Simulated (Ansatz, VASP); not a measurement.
## HfTi3N4: VASP beside Ansatz

```
Hf Ti N
1.0
     4.69622    0.00000    0.00000
     0.00000    4.69622    0.00000
     0.00000    0.00000    4.69622
Hf Ti N
1 3 4
Direct
  0.50000 0.50000 0.50000
  0.50000 0.00000 0.00000
  0.00000 0.00000 0.50000
  0.00000 0.50000 0.00000
  0.00000 0.50000 0.50000
  0.50000 0.50000 0.00000
  0.00000 0.00000 0.00000
  0.50000 0.00000 0.50000
```

Alike in both runs: task relaxation of cell and atoms; functional PBE; k mesh 4 × 4 × 4; occupations gaussian, width 0.1 eV; collinear spin.

```csv
,VASP,Ansatz
version,VASP 6.6.1,Ansatz 0.2.0
potentials or method,"VASP PAW PBE potentials, release 64 (Hf_pv, Ti_sv, N), cutoff 600 eV","scalar-relativistic, plane waves, PAW"
valence electrons in the cell,66,82
```

```tsv
	VASP	Ansatz	Ansatz less VASP
gap on the k mesh at the Fermi level, each at its own relaxed structure (eV)	none	none	-
net moment per atom (μB)	0.00	0.00	0.000
relaxed volume (Å³/atom)	10.20	10.24	+0.044
relaxed length of the cell vector where the two differ most in proportion (Å)	4.337	4.343	+0.0063
```

A gap of «none» marks a metal or a gap that the smearing closes. VASP's potentials hold 66 valence electrons a cell and Ansatz's 82, so a difference there can come from the potentials and not from the codes. Ansatz's warnings: seeded moment not kept.

Neither program's run includes spin-orbit coupling. Noted on VASP's run: the volume moved by over 15 % at a fixed basis, so the end points are rough.
